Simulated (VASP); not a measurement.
# Ga2Sb2CO in VASP: notebook

Runs on Ga2Sb2CO. Level: PBE+D3(BJ). Tasks: single point.

All numbers are computed with VASP 6.6.1; they aren't measurements. Logs are shortened: lines on timing, memory, paths and dates and some standing lists are left out, and cuts for length are marked.

## (1) The cell of the first run

The cell holds a slab with vacuum, 6 atoms: a = 4.334 Å, b = 4.334 Å, c = 23.320 Å, α = 90.00°, β = 90.00°, γ = 120.00°.

## (2) Single point, PBE+D3(BJ)

INCAR reads:

```
PREC = Accurate ; ENCUT = 520
EDIFF = 1E-6 ; ISMEAR = 0
SIGMA = 0.1 ; LREAL = False
LASPH = True ; NELM = 80
ALGO = Normal ; ISIF = 2
LWAVE = False ; LCHARG = False
LDIPOL = True ; IDIPOL = 3
DIPOL = 0.5 0.5 0.353 ; GGA = PE
IVDW = 12 ; NBANDS = 32
```

KPOINTS reads:

```
Automatic mesh
0
Gamma
  6 6 1
```

POSCAR reads:

```
Ga2Sb2CO
1.0
    4.3343814621      0.0000000000      0.0000000000
   -2.1671907311      3.7536844559      0.0000000000
    0.0000000000      0.0000000000     23.3197422777
Sb Ga O C
2 2 1 1
Direct
    0.0000000000      0.0000000000      0.1715284823
    0.3333333333      0.6666666667      0.3301590654
    0.3333333333      0.6666666667      0.2094685204
    0.6666666667      0.3333333333      0.3632005095
    0.7777777778      0.7777777778      0.4961350833
    0.7777777778      0.7777777778      0.5454495220
```

Potentials or basis: VASP PAW PBE potentials, release 64 (Sb, Ga_d, O, C).

Launch:

```sh
$ cat potpaw_PBE.64/Sb/POTCAR potpaw_PBE.64/Ga_d/POTCAR potpaw_PBE.64/O/POTCAR potpaw_PBE.64/C/POTCAR > POTCAR
$ mpirun -np 1 vasp_std > vasp.out
```

OUTCAR:

```text
PREC = Accurate
   ENCUT = 520
   EDIFF = 1E-6
   ISMEAR = 0
   LREAL = False
   LASPH = True
   NELM = 80
   ISIF = 2
   GGA = PE
   IVDW = 12
 IVDW          = 12

 ion  position               nearest neighbor table
   1  0.000  0.000  0.172-   3 2.65   3 2.65   3 2.65
   2  0.333  0.667  0.330-   4 2.62   4 2.62   4 2.62   3 2.81
   3  0.333  0.667  0.209-   1 2.65   1 2.65   1 2.65   2 2.81
   4  0.667  0.333  0.363-   2 2.62   2 2.62   2 2.62
   5  0.778  0.778  0.496-   6 1.15
   6  0.778  0.778  0.545-   5 1.15

  LATTYP: Found a hexagonal cell.
 ALAT       =     4.3343814621
 C/A-ratio  =     5.3801776520

  Lattice vectors:

 A1 = (   4.3343814621,   0.0000000000,   0.0000000000)
 A2 = (  -2.1671907311,   3.7536844559,   0.0000000000)
 A3 = (   0.0000000000,   0.0000000000,  23.3197422777)

Analysis of symmetry for initial positions (statically):
=====================================================================
 Subroutine PRICEL returns:
 Original cell was already a primitive cell.

 Routine SETGRP: Setting up the symmetry group for a
 hexagonal supercell.

 Subroutine GETGRP returns: Found  1 space group operations
 (whereof  1 operations were pure point group operations)
 out of a pool of 24 trial point group operations.

The static configuration has the point symmetry C_1 .

Analysis of symmetry for dynamics (positions and initial velocities):
=====================================================================
 Subroutine PRICEL returns:
 Original cell was already a primitive cell.

 Routine SETGRP: Setting up the symmetry group for a
 hexagonal supercell.

 Subroutine GETGRP returns: Found  1 space group operations
 (whereof  1 operations were pure point group operations)
 out of a pool of 24 trial point group operations.

The dynamic configuration has the point symmetry C_1 .

 Subroutine INISYM returns: Found  1 space group operations
 (whereof  1 operations are pure point group operations),
 and found     1 'primitive' translations

----------------------------------------------------------------------------------------

                                     Primitive cell

  volume of cell :     379.4099

  direct lattice vectors                    reciprocal lattice vectors
     4.334381462  0.000000000  0.000000000     0.230713427  0.133202459  0.000000000
    -2.167190731  3.753684456  0.000000000     0.000000000  0.266404918  0.000000000
     0.000000000  0.000000000 23.319742278     0.000000000  0.000000000  0.042882121

  length of vectors
     4.334381462  4.334381462 23.319742278     0.266404918  0.266404918  0.042882121

  position of ions in fractional coordinates (direct lattice)
     0.000000000  0.000000000  0.171528482
     0.333333333  0.666666667  0.330159065
     0.333333333  0.666666667  0.209468520
     0.666666667  0.333333333  0.363200509
     0.777777778  0.777777778  0.496135083
     0.777777778  0.777777778  0.545449522

  ion indices of the primitive-cell ions
   primitive index   ion index
                 1           1
                 2           2
                 3           3
                 4           4
                 5           5
                 6           6

----------------------------------------------------------------------------------------

 KPOINTS: Automatic mesh

Automatic generation of k-mesh.
 Grid dimensions read from file:
 generate k-points for:    6    6    1

 Generating k-lattice:

  Cartesian coordinates                     Fractional coordinates (reciprocal lattice)
     0.038452238  0.022200410  0.000000000     0.166666667  0.000000000  0.000000000
     0.000000000  0.044400820  0.000000000     0.000000000  0.166666667  0.000000000
     0.000000000  0.000000000  0.042882121     0.000000000  0.000000000  1.000000000

  Length of vectors
     0.044400820  0.044400820  0.042882121

  Shift w.r.t. Gamma in fractional coordinates (k-lattice)
     0.000000000  0.000000000  0.000000000

 Subroutine IBZKPT returns following result:
 ===========================================

 Found     20 irreducible k-points:

 Following reciprocal coordinates:
            Coordinates               Weight
  0.000000  0.000000  0.000000      1.000000
  0.166667  0.000000  0.000000      2.000000
  0.000000  0.166667  0.000000      2.000000
 -0.166667  0.166667  0.000000      2.000000
  0.333333  0.000000  0.000000      2.000000
  0.000000  0.333333  0.000000      2.000000
[... 12 lines left out ...]
  0.500000 -0.166667  0.000000      2.000000
  0.333333  0.333333  0.000000      2.000000
   k-points           NKPTS =     20   k-points in BZ     NKDIM =     20   number of bands    NBANDS=     32
   number of dos      NEDOS =    301   number of ions     NIONS =      6
   total plane-waves  NPLWV = 184320
   dimension x,y,z NGX =    32 NGY =   32 NGZ =  180
   dimension x,y,z NGXF=    64 NGYF=   64 NGZF=  360
   ions per type =               2   2   1   1
   NGX,Y,Z   is equivalent  to a cutoff of  12.27, 12.27, 12.83 a.u.
   NGXF,Y,Z  is equivalent  to a cutoff of  24.55, 24.55, 25.66 a.u.
 SYSTEM =  unknown system
   PREC   = accura    normal or accurate (medium, high low for compatibility)
   ISTART =      0    job   : 0-new  1-cont  2-samecut
   ICHARG =      2    charge: 1-file 2-atom 10-const
   ISPIN  =      1    spin polarized calculation?
   LNONCOLLINEAR =      F non collinear calculations
   LSORBIT =      F    spin-orbit coupling
   LASPH  =      T    aspherical Exc in radial PAW
   ENCUT  =  520.0 eV  38.22 Ry    6.18 a.u.   8.06  8.06 43.36*2*pi/ulx,y,z
   NELM   =     80;   NELMIN=  2; NELMDL= -5     # of ELM steps
   EDIFF  = 0.1E-05   stopping-criterion for ELM
   LREAL  =      F    real-space projection
   EDIFFG = 0.1E-04   stopping-criterion for IOM
   NSW    =      0    number of steps for IOM
   IBRION =     -1    ionic relax: 0-MD 1-quasi-New 2-CG
   NFREE  =      0    steps in history (QN), initial steepest desc. (CG)
   ISIF   =      2    stress and relaxation
   ISYM   =      2    0-nonsym 1-usesym 2-fastsym
   POTIM  = 0.5000    time-step for ionic-motion
   TEBEG  =    0.0;   TEEND  =   0.0 temperature during run
   PSTRESS=    0.0 pullay stress
   NELECT =      46.0000    total number of electrons
   NUPDOWN=      -1.0000    fix difference up-down
   EMIN   =  10.00;   EMAX   =-10.00  energy-range for DOS
   EFERMI =   0.00;   METHOD = LEGACY
   ISMEAR =     0;   SIGMA  =   0.10  broadening in eV -4-tet -1-fermi 0-gaus
   EFERMI_NEDOS =   21; number of points for ismear=-14 and -15
   IALGO  =     38    algorithm
   IMIX   =      4    mixing-type and parameters
     AMIX     =   0.40;   BMIX     =  1.00
     AMIX_MAG =   1.60;   BMIX_MAG =  1.00
  volume/ion in A,a.u.               =      63.23       426.73
  Fermi-wavevector in a.u.,A,eV,Ry     =   0.810260  1.531170  8.932521  0.656522
  Thomas-Fermi vector in A             =   1.919403
   LORBIT       =      0    0 simple, 1 ext, 2 COOP (PROOUT), +10 PAW based schemes
   GGA     = PE    functional components
   LHFCALC =     F    Hartree Fock is set to
   AEXX    =    0.0000 exact exchange contribution
   IVDW    =    12    specifies the selected vdW correction
   LEPSILON=     F    determine dielectric tensor
   LRPA    =     F    only Hartree local field effects (RPA)
 non-spin polarized calculation
 Gauss-broadening in eV      SIGMA  =   0.10
  energy-cutoff  :      520.00
  volume of cell :      379.41
 maximum number of plane-waves:     10242
   NGX = 17   NGY = 17   NGZ = 87

 dipolmoment           0.000000      0.000000      0.000056 electrons x Angstroem

 number of electron      46.0000008 magnetization

 dipolmoment           0.000000      0.000000     -0.098970 electrons x Angstroem

 Free energy of the ion-electron system (eV)
  ---------------------------------------------------
  ext. energy  EPLUGINS =         0.00000000
  ---------------------------------------------------
  free energy    TOTEN  =       -28.25271682 eV

  energy without entropy =      -28.24621136  energy(sigma->0) =      -28.24946409

 E-fermi :  -0.9408     XC(G=0):  -4.1671

 val. band max:       -0.9541454446   @ k =   0.0000   0.0000   0.0000
 cond. band min:      -0.9239791268   @ k =   0.3333   0.3333   0.0000
 fundamental gap:      0.0301663178
 Fermi energy:        -0.9408334082

 k-point     1 :       0.0000    0.0000    0.0000
  band No.  band energies     occupation
      1     -26.8376      2.00000
      2     -16.4885      2.00000
      3     -16.4423      2.00000
      4     -16.4412      2.00000
      5     -16.3807      2.00000
      6     -16.3799      2.00000
[... 24 lines left out ...]
     31       2.5058      0.00000
     32       2.8907      0.00000

 k-point     2 :       0.1667    0.0000    0.0000
  band No.  band energies     occupation
      1     -26.8359      2.00000
      2     -16.4848      2.00000
      3     -16.4461      2.00000
      4     -16.4419      2.00000
      5     -16.3827      2.00000
      6     -16.3761      2.00000
[... 24 lines left out ...]
     31       2.9073      0.00000
     32       3.0257      0.00000

 k-point     3 :       0.0000    0.1667    0.0000
  band No.  band energies     occupation
      1     -26.8359      2.00000
      2     -16.4848      2.00000
      3     -16.4466      2.00000
      4     -16.4414      2.00000
      5     -16.3822      2.00000
      6     -16.3765      2.00000
[... 24 lines left out ...]
     31       2.8999      0.00000
     32       2.9966      0.00000

 k-point     4 :      -0.1667    0.1667    0.0000
  band No.  band energies     occupation
      1     -26.8359      2.00000
      2     -16.4847      2.00000
      3     -16.4458      2.00000
      4     -16.4422      2.00000
      5     -16.3829      2.00000
      6     -16.3758      2.00000
[... 24 lines left out ...]
     31       2.9060      0.00000
     32       3.0117      0.00000

 k-point     5 :       0.3333    0.0000    0.0000
  band No.  band energies     occupation
      1     -26.8325      2.00000
      2     -16.4778      2.00000
      3     -16.4543      2.00000
      4     -16.4423      2.00000
      5     -16.3873      2.00000
      6     -16.3676      2.00000
[... 444 lines left out ...]
     31       3.8548      0.00000
     32       4.2758      0.00000

 k-point    18 :       0.1667    0.3333    0.0000
  band No.  band energies     occupation
      1     -26.8307      2.00000
      2     -16.4734      2.00000
      3     -16.4584      2.00000
      4     -16.4433      2.00000
      5     -16.3881      2.00000
      6     -16.3651      2.00000
[... 24 lines left out ...]
     31       3.9884      0.00000
     32       4.2200      0.00000

 k-point    19 :       0.5000   -0.1667    0.0000
  band No.  band energies     occupation
      1     -26.8307      2.00000
      2     -16.4729      2.00000
      3     -16.4582      2.00000
      4     -16.4438      2.00000
      5     -16.3885      2.00000
      6     -16.3648      2.00000
[... 24 lines left out ...]
     31       3.8016      0.00000
     32       4.1467      0.00000

 k-point    20 :       0.3333    0.3333    0.0000
  band No.  band energies     occupation
      1     -26.8297      2.00000
      2     -16.4682      2.00000
      3     -16.4618      2.00000
      4     -16.4449      2.00000
      5     -16.3883      2.00000
      6     -16.3644      2.00000
[... 24 lines left out ...]
     31       4.4154      0.00000
     32       4.6318      0.00000

------------------------ aborting loop because EDIFF is reached ----------------------------------------

 vacuum level on the upper side and lower side of the slab       (xc-potential included)        -0.544         0.532

 Edisp (eV)   -1.00035

 E8    (eV) :    -0.4650

  FORCE on cell =-STRESS in cart. coord.  units (eV):
  Direction    XX          YY          ZZ          XY          YZ          ZX
  --------------------------------------------------------------------------------------
  -------------------------------------------------------------------------------------
  Total      -0.08136    -0.05219    -1.01012    -0.01136     0.05903     0.03632
  in kB      -0.34355    -0.22038    -4.26555    -0.04798     0.24928     0.15339
  external pressure =       -1.61 kB  Pullay stress =        0.00 kB

 VOLUME and BASIS-vectors are now :
 -----------------------------------------------------------------------------
  energy-cutoff  :      520.00
  volume of cell :      379.41
      direct lattice vectors                 reciprocal lattice vectors
     4.334381462  0.000000000  0.000000000     0.230713427  0.133202459  0.000000000
    -2.167190731  3.753684456  0.000000000     0.000000000  0.266404918  0.000000000
     0.000000000  0.000000000 23.319742278     0.000000000  0.000000000  0.042882121

 POSITION                                       TOTAL-FORCE (eV/Angst)
 -----------------------------------------------------------------------------------
      0.00000      0.00000      4.00000        -0.003877     -0.000537      0.156425
     -0.00000      2.50246      7.69922        -0.002335     -0.007262     -0.027626
     -0.00000      2.50246      4.88475         0.000388      0.000046     -0.131447
      2.16719      1.25123      8.46974        -0.001651     -0.011813     -0.000846
      1.68559      2.91953     11.56974         0.010236      0.025749      0.660806
      1.68559      2.91953     12.71974        -0.002761     -0.006183     -0.657312
 -----------------------------------------------------------------------------------
    total drift:                                0.000217      0.000389      0.000747

  FREE ENERGIE OF THE ION-ELECTRON SYSTEM (eV)
  ---------------------------------------------------
  free  energy   TOTEN  =       -29.2530621237 eV

  energy  without entropy=      -29.2465566656  energy(sigma->0) =      -29.24980939

 vacuum level on the upper side and lower side of the slab         2.839         3.940
```

It took 5.1 min on 1 thread of Intel Xeon Platinum 8259CL at 2.50GHz (Skylake/Cascade Lake), shared host; peak memory 0.61 GiB.

What came out:

| Item | Value |
| --- | --- |
| Free energy | -29.2531 eV |
| Largest force | 0.661 eV/Å |
| Band gap on the k mesh | 0.03 eV (least direct gap 0.15 eV) |
| Dispersion energy per atom | -0.167 eV |

Forces on the atoms (eV/Å):
```
Sb  -0.004 -0.001  0.156
Sb  -0.002 -0.007 -0.028
Ga   0.000  0.000 -0.131
Ga  -0.002 -0.012 -0.001
O    0.010  0.026  0.661
C   -0.003 -0.006 -0.657
```

Caveat: spin-orbit coupling is left out, which moves the levels of the heavy elements.

## (3) Single point, PBE+D3(BJ)

INCAR reads:

```
SYSTEM = Ga2Sb2CO
PREC = Accurate
ENCUT = 520
EDIFF = 1E-7
ISMEAR = 0
SIGMA = 0.1
LREAL = .False.
LASPH = .True.
NELM = 80
ALGO = Normal
ISIF = 2
LWAVE = .False.
LCHARG = .False.
LDIPOL = .True.
IDIPOL = 3
DIPOL = 0.5 0.5 0.353
GGA = PE
IVDW = 12
NBANDS = 32
```

KPOINTS reads:

```
regular mesh
0
Gamma
  6 6 1
  0 0 0
```

Changes to POSCAR since step 2:

```diff
@@ -12,3 +12,3 @@
     0.6666666667      0.3333333333      0.3632005095
-    0.7777777778      0.7777777778      0.4961350833
-    0.7777777778      0.7777777778      0.5454495220
+    1.1111111111      0.4444444444      0.4961350833
+    1.1111111111      0.4444444444      0.5454495220
```

Potentials or basis: VASP PAW PBE potentials, release 64 (Sb, Ga_d, O, C).

Launch:

```sh
$ cat potpaw_PBE.64/Sb/POTCAR potpaw_PBE.64/Ga_d/POTCAR potpaw_PBE.64/O/POTCAR potpaw_PBE.64/C/POTCAR > POTCAR
$ mpirun -np 1 vasp_std > vasp.out
```

Wall time 5.6 min (1 thread of Intel Xeon Platinum 8259CL at 2.50GHz (Skylake/Cascade Lake), shared host); peak memory 0.64 GiB.

It converged, with:

```
Free energy                : -29.2408 eV
Largest force              : 0.692 eV/Å
Band gap on the k mesh     : 0.03 eV (least direct gap 0.16 eV)
Dispersion energy per atom : -0.167 eV
```

Forces on the atoms (eV/Å):
```
Sb   0.004  0.006  0.153
Sb  -0.004  0.003 -0.059
Ga  -0.001 -0.001 -0.122
Ga  -0.008  0.002 -0.009
O    0.011 -0.014  0.692
C   -0.002  0.004 -0.655
```

Levels at points of the mesh, in eV from the valence-band top:
```
           k point  band 21  band 22  band 23  band 24  band 25  band 26
(0.00, 0.00, 0.00)    -1.12     0.00     0.00     0.16     0.88     1.41
(0.50, 0.00, 0.00)    -2.46    -1.30    -1.20     0.36     0.69     1.19
(0.00, 0.50, 0.00)    -2.46    -1.30    -1.18     0.39     0.64     1.19
(0.50, 0.50, 0.00)    -2.46    -1.30    -1.19     0.34     0.68     1.18
```

Caveat: spin-orbit coupling is left out, which moves the levels of the heavy elements.
